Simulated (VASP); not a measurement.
# CaSe (F-43m) in VASP: notebook

The runs below take CaSe through single point, with LDA.

Everything below comes from runs of VASP 6.6.1. Logs are shortened: lines on timing, memory, paths and dates and some standing lists are left out, and cuts for length are marked.

## Step 1: The cell of the first run

Symmetry: F-43m, No. 216, cubic system. The conventional cell has a = 6.402 Å, b = 6.402 Å, c = 6.402 Å, α = 90.00°, β = 90.00°, γ = 90.00°. Ca (site symmetry -43m) has 4 Se at 2.77 Å within 3.7 Å. Se (site symmetry -43m) has 4 Ca at 2.77 Å within 3.7 Å.

## Step 2: Single point, LDA (strain -0.030 along x and y, -0.030 along z)

File INCAR:

```
SYSTEM = CaSe
PREC = Accurate
ENCUT = 520
EDIFF = 1E-7
ISMEAR = 0
SIGMA = 0.05
LREAL = .False.
LASPH = .True.
NELM = 60
ALGO = Normal
ISIF = 2
LWAVE = .False.
LCHARG = .False.
GGA = CA
NBANDS = 15
```

File KPOINTS:

```
Automatic mesh
0
Gamma
  6 6 6
  0 0 0
```

File POSCAR:

```
CaSe
1.0
    0.0000000000      3.2010000000      3.2010000000
    3.2010000000      0.0000000000      3.2010000000
    3.2010000000      3.2010000000      0.0000000000
Ca Se
1 1
Direct
    0.0000000000      0.0000000000      0.0000000000
    0.7500000000      0.7500000000      0.7500000000
```

Potentials or basis: VASP PAW LDA potentials, release 64 (Ca_sv, Se).

Run with:

```
> cat potpaw_LDA.64/Ca_sv/POTCAR potpaw_LDA.64/Se/POTCAR > POTCAR
> mpirun -np 1 vasp_std > vasp.out
```

OUTCAR:

```text
SYSTEM = CaSe
   PREC = Accurate
   ENCUT = 520
   EDIFF = 1E-7
   ISMEAR = 0
   LREAL = .False.
   LASPH = .True.
   NELM = 60
   ISIF = 2
   GGA = CA

 ion  position               nearest neighbor table
   1  0.000  0.000  0.000-   2 2.77   2 2.77   2 2.77   2 2.77
   2  0.750  0.750  0.750-   1 2.77   1 2.77   1 2.77   1 2.77

  LATTYP: Found a face centered cubic cell.
 ALAT       =     6.4020000000

  Lattice vectors:

 A1 = (   0.0000000000,   3.2010000000,   3.2010000000)
 A2 = (   3.2010000000,   0.0000000000,   3.2010000000)
 A3 = (   3.2010000000,   3.2010000000,   0.0000000000)

Analysis of symmetry for initial positions (statically):
=====================================================================
 Subroutine PRICEL returns:
 Original cell was already a primitive cell.

 Routine SETGRP: Setting up the symmetry group for a
 face centered cubic supercell.

 Subroutine GETGRP returns: Found 24 space group operations
 (whereof 24 operations were pure point group operations)
 out of a pool of 48 trial point group operations.

The static configuration has the point symmetry T_d .

Analysis of symmetry for dynamics (positions and initial velocities):
=====================================================================
 Subroutine PRICEL returns:
 Original cell was already a primitive cell.

 Routine SETGRP: Setting up the symmetry group for a
 face centered cubic supercell.

 Subroutine GETGRP returns: Found 24 space group operations
 (whereof 24 operations were pure point group operations)
 out of a pool of 48 trial point group operations.

The dynamic configuration has the point symmetry T_d .

 Subroutine INISYM returns: Found 24 space group operations
 (whereof 24 operations are pure point group operations),
 and found     1 'primitive' translations

----------------------------------------------------------------------------------------

                                     Primitive cell

  volume of cell :      65.5975

  direct lattice vectors                    reciprocal lattice vectors
     0.000000000  3.201000000  3.201000000    -0.156201187  0.156201187  0.156201187
     3.201000000  0.000000000  3.201000000     0.156201187 -0.156201187  0.156201187
     3.201000000  3.201000000  0.000000000     0.156201187  0.156201187 -0.156201187

  length of vectors
     4.526897613  4.526897613  4.526897613     0.270548392  0.270548392  0.270548392

  position of ions in fractional coordinates (direct lattice)
     0.000000000  0.000000000  0.000000000
     0.750000000  0.750000000  0.750000000

  ion indices of the primitive-cell ions
   primitive index   ion index
                 1           1
                 2           2

----------------------------------------------------------------------------------------

 KPOINTS: Automatic mesh

Automatic generation of k-mesh.
 Grid dimensions read from file:
 generate k-points for:    6    6    6

 Generating k-lattice:

  Cartesian coordinates                     Fractional coordinates (reciprocal lattice)
    -0.026033531  0.026033531  0.026033531     0.166666667  0.000000000  0.000000000
     0.026033531 -0.026033531  0.026033531     0.000000000  0.166666667  0.000000000
     0.026033531  0.026033531 -0.026033531     0.000000000  0.000000000  0.166666667

  Length of vectors
     0.045091399  0.045091399  0.045091399

  Shift w.r.t. Gamma in fractional coordinates (k-lattice)
     0.000000000  0.000000000  0.000000000

 Subroutine IBZKPT returns following result:
 ===========================================

 Found     16 irreducible k-points:

 Following reciprocal coordinates:
            Coordinates               Weight
  0.000000  0.000000  0.000000      1.000000
  0.166667  0.000000  0.000000      8.000000
  0.333333  0.000000  0.000000      8.000000
  0.500000  0.000000  0.000000      4.000000
  0.166667  0.166667  0.000000      6.000000
  0.333333  0.166667  0.000000     24.000000
[... 8 lines left out ...]
 -0.333333  0.333333  0.166667     24.000000
 -0.333333  0.500000  0.166667     12.000000
   k-points           NKPTS =     16   k-points in BZ     NKDIM =     16   number of bands    NBANDS=     15
   number of dos      NEDOS =    301   number of ions     NIONS =      2
   total plane-waves  NPLWV =  46656
   dimension x,y,z NGX =    36 NGY =   36 NGZ =   36
   dimension x,y,z NGXF=    72 NGYF=   72 NGZF=   72
   ions per type =               1   1
   NGX,Y,Z   is equivalent  to a cutoff of  13.22, 13.22, 13.22 a.u.
   NGXF,Y,Z  is equivalent  to a cutoff of  26.44, 26.44, 26.44 a.u.
 SYSTEM =  CaSe
   PREC   = accura    normal or accurate (medium, high low for compatibility)
   ISTART =      0    job   : 0-new  1-cont  2-samecut
   ICHARG =      2    charge: 1-file 2-atom 10-const
   ISPIN  =      1    spin polarized calculation?
   LNONCOLLINEAR =      F non collinear calculations
   LSORBIT =      F    spin-orbit coupling
   LASPH  =      T    aspherical Exc in radial PAW
   ENCUT  =  520.0 eV  38.22 Ry    6.18 a.u.   8.42  8.42  8.42*2*pi/ulx,y,z
   NELM   =     60;   NELMIN=  2; NELMDL= -5     # of ELM steps
   EDIFF  = 0.1E-06   stopping-criterion for ELM
   LREAL  =      F    real-space projection
   EDIFFG = 0.1E-05   stopping-criterion for IOM
   NSW    =      0    number of steps for IOM
   IBRION =     -1    ionic relax: 0-MD 1-quasi-New 2-CG
   NFREE  =      0    steps in history (QN), initial steepest desc. (CG)
   ISIF   =      2    stress and relaxation
   ISYM   =      2    0-nonsym 1-usesym 2-fastsym
   POTIM  = 0.5000    time-step for ionic-motion
   TEBEG  =    0.0;   TEEND  =   0.0 temperature during run
   PSTRESS=    0.0 pullay stress
   NELECT =      16.0000    total number of electrons
   NUPDOWN=      -1.0000    fix difference up-down
   EMIN   =  10.00;   EMAX   =-10.00  energy-range for DOS
   EFERMI =   0.00;   METHOD = LEGACY
   ISMEAR =     0;   SIGMA  =   0.05  broadening in eV -4-tet -1-fermi 0-gaus
   EFERMI_NEDOS =   21; number of points for ismear=-14 and -15
   IALGO  =     38    algorithm
   IMIX   =      4    mixing-type and parameters
     AMIX     =   0.40;   BMIX     =  1.00
     AMIX_MAG =   1.60;   BMIX_MAG =  1.00
  volume/ion in A,a.u.               =      32.80       221.34
  Fermi-wavevector in a.u.,A,eV,Ry     =   1.022867  1.932938 14.235188  1.046257
  Thomas-Fermi vector in A             =   2.156570
   LORBIT       =      0    0 simple, 1 ext, 2 COOP (PROOUT), +10 PAW based schemes
   GGA     = CA    functional components
   LHFCALC =     F    Hartree Fock is set to
   AEXX    =    0.0000 exact exchange contribution
   IVDW    =     0    specifies the selected vdW correction
   LEPSILON=     F    determine dielectric tensor
   LRPA    =     F    only Hartree local field effects (RPA)
 non-spin polarized calculation
 Gauss-broadening in eV      SIGMA  =   0.05
  energy-cutoff  :      520.00
  volume of cell :       65.60
 maximum number of plane-waves:      1807
 NGX is ok and might be reduce to    36
   NGX = 17   NGY = 17   NGZ = 17

 number of electron      16.0000000 magnetization

 Free energy of the ion-electron system (eV)
  ---------------------------------------------------
  ext. energy  EPLUGINS =         0.00000000
  ---------------------------------------------------
  free energy    TOTEN  =        -9.85869005 eV

  energy without entropy =       -9.85869005  energy(sigma->0) =       -9.85869005

 E-fermi :   0.0651     XC(G=0):  -8.2939

 val. band max:       -0.1537038280   @ k =  -0.3333   0.3333   0.0000
 cond. band min:       3.0143640968   @ k =   0.0000   0.0000   0.0000
 fundamental gap:      3.1680679248
 Fermi energy:         0.0651053357

 k-point     1 :       0.0000    0.0000    0.0000
  band No.  band energies     occupation
      1     -38.4424      2.00000
      2     -19.7743      2.00000
      3     -19.7743      2.00000
      4     -19.7743      2.00000
      5     -10.6103      2.00000
      6      -0.2949      2.00000
      7      -0.2949      2.00000
      8      -0.2949      2.00000
      9       3.0144      0.00000
     10       5.2425      0.00000
     11       5.2425      0.00000
     12       7.5259      0.00000
     13       7.5259      0.00000
     14       7.5259      0.00000
     15       9.1853      0.00000

 k-point     2 :       0.1667    0.0000    0.0000
  band No.  band energies     occupation
      1     -38.4417      2.00000
      2     -19.7919      2.00000
      3     -19.7764      2.00000
      4     -19.7764      2.00000
      5     -10.5296      2.00000
      6      -0.7412      2.00000
      7      -0.2626      2.00000
      8      -0.2626      2.00000
      9       3.8444      0.00000
     10       5.1065      0.00000
     11       5.1065      0.00000
     12       7.0144      0.00000
     13       7.5247      0.00000
     14       7.5247      0.00000
     15       8.4003      0.00000

 k-point     3 :       0.3333    0.0000    0.0000
  band No.  band energies     occupation
      1     -38.4402      2.00000
      2     -19.8266      2.00000
      3     -19.7805      2.00000
      4     -19.7805      2.00000
      5     -10.3666      2.00000
      6      -1.3047      2.00000
      7      -0.2077      2.00000
      8      -0.2077      2.00000
      9       4.8910      0.00000
     10       5.1292      0.00000
     11       5.1292      0.00000
     12       6.1011      0.00000
     13       6.9211      0.00000
     14       6.9211      0.00000
     15       8.1936      0.00000
[... 199 lines left out ...]
 k-point    15 :      -0.3333    0.3333    0.1667
  band No.  band energies     occupation
      1     -38.4387      2.00000
      2     -19.8381      2.00000
      3     -19.8017      2.00000
      4     -19.7899      2.00000
      5     -10.2057      2.00000
      6      -1.1175      2.00000
      7      -0.7776      2.00000
      8      -0.1967      2.00000
      9       3.7585      0.00000
     10       4.8924      0.00000
     11       5.5705      0.00000
     12       6.4761      0.00000
     13       6.7795      0.00000
     14       7.7927      0.00000
     15       9.2404      0.00000

 k-point    16 :      -0.3333    0.5000    0.1667
  band No.  band energies     occupation
      1     -38.4384      2.00000
      2     -19.8415      2.00000
      3     -19.8007      2.00000
      4     -19.7944      2.00000
      5     -10.1792      2.00000
      6      -1.2639      2.00000
      7      -0.5801      2.00000
      8      -0.2246      2.00000
      9       3.3898      0.00000
     10       4.8360      0.00000
     11       5.8355      0.00000
     12       6.1508      0.00000
     13       6.7121      0.00000
     14       8.5459      0.00000
     15       9.4263      0.00000

------------------------ aborting loop because EDIFF is reached ----------------------------------------

  FORCE on cell =-STRESS in cart. coord.  units (eV):
  Direction    XX          YY          ZZ          XY          YZ          ZX
  --------------------------------------------------------------------------------------
  -------------------------------------------------------------------------------------
  Total        0.1952045      0.1952045      0.1952045      0.0000000     -0.0000000      0.0000000
  in kB        4.7677488      4.7677488      4.7677488      0.0000000     -0.0000000      0.0000000
  external PRESSURE =       4.7677488 kB  Pullay stress =       0.0000000 kB

 VOLUME and BASIS-vectors are now :
 -----------------------------------------------------------------------------
  energy-cutoff  :      520.00
  volume of cell :       65.60
      direct lattice vectors                 reciprocal lattice vectors
     0.000000000  3.201000000  3.201000000    -0.156201187  0.156201187  0.156201187
     3.201000000  0.000000000  3.201000000     0.156201187 -0.156201187  0.156201187
     3.201000000  3.201000000  0.000000000     0.156201187  0.156201187 -0.156201187

 POSITION                                       TOTAL-FORCE (eV/Angst)
 -----------------------------------------------------------------------------------
      0.00000      0.00000      0.00000         0.000000      0.000000     -0.000000
      4.80150      4.80150      4.80150        -0.000000     -0.000000      0.000000
 -----------------------------------------------------------------------------------
    total drift:                                0.000000      0.000000      0.000000

  FREE ENERGIE OF THE ION-ELECTRON SYSTEM (eV)
  ---------------------------------------------------
  free  energy   TOTEN  =        -9.8586900511 eV

  energy  without entropy=       -9.8586900511  energy(sigma->0) =       -9.85869005
```

It took 16 s on 1 thread of Intel Xeon 6975P-C (Granite Rapids), shared host; peak memory 0.17 GiB.

Results:

| Item | Value |
| --- | --- |
| Free energy | -9.8587 eV |
| Pressure | 0.5 GPa |
| Band gap on the k mesh | 3.17 eV, indirect (least direct gap 3.31 eV) |

Levels at points of the mesh, in eV from the valence-band top:
```csv
k point,band 4,band 5,band 6,band 7,band 8,band 9,band 10,band 11,band 12,band 13
"(0.00, 0.00, 0.00)",-19.62,-10.46,-0.14,-0.14,-0.14,3.17,5.40,5.40,7.68,7.68
"(0.50, 0.00, 0.00)",-19.63,-10.13,-1.35,-0.03,-0.03,5.09,5.53,5.53,5.91,6.51
"(0.50, 0.50, 0.00)",-19.64,-10.03,-1.40,-0.01,-0.01,3.35,4.98,6.22,6.22,6.23
```

Caveat: the cell differs from its parent crystal (strain -0.030 along x and y, -0.030 along z).

## Step 3: Single point, LDA (strain -0.015 along x and y, -0.015 along z)

File INCAR:

```
  ALGO = Normal
  EDIFF = 1E-6
  ENCUT = 520
  ISIF = 2
  ISMEAR = 0
  LASPH = T
  LCHARG = F
  LREAL = F
  LWAVE = F
  NBANDS = 15
  NELM = 80
  PREC = Accurate
  SIGMA = 0.05
```

File KPOINTS:

```
k-points
0
Gamma
  6 6 6
```

File POSCAR:

```
CaSe
1.0
    0.0000000000      3.2505000000      3.2505000000
    3.2505000000      0.0000000000      3.2505000000
    3.2505000000      3.2505000000      0.0000000000
Ca Se
1 1
Direct
    0.0000000000      0.0000000000      0.0000000000
    0.7500000000      0.7500000000      0.7500000000
```

Potentials or basis: VASP PAW LDA potentials, release 64 (Ca_sv, Se).

Run with:

```
> cat potpaw_LDA.64/Ca_sv/POTCAR potpaw_LDA.64/Se/POTCAR > POTCAR
> mpirun -np 1 vasp_std > vasp.out
```

Wall time 15 s (1 thread of Intel Xeon 6975P-C (Granite Rapids), shared host); peak memory 0.17 GiB.

It converged, with:

```yaml
Free_energy: -9.8515 eV
Pressure: -1.2 GPa
Band_gap_on_the_k_mesh: 3.03 eV, indirect (least direct gap 3.14 eV)
```

Levels at points of the mesh, in eV from the valence-band top:
```
           k point  band 4  band 5  band 6  band 7  band 8  band 9  band 10  band 11  band 12  band 13
(0.00, 0.00, 0.00)  -19.79  -10.39   -0.11   -0.11   -0.11    3.03     5.30     5.30     7.44     7.44
(0.50, 0.00, 0.00)  -19.79  -10.11   -1.29   -0.02   -0.02    4.98     5.42     5.42     5.74     6.35
(0.50, 0.50, 0.00)  -19.80  -10.01   -1.33   -0.02   -0.02    3.36     4.88     6.07     6.07     6.08
```

Caveat: the cell differs from its parent crystal (strain -0.015 along x and y, -0.015 along z).
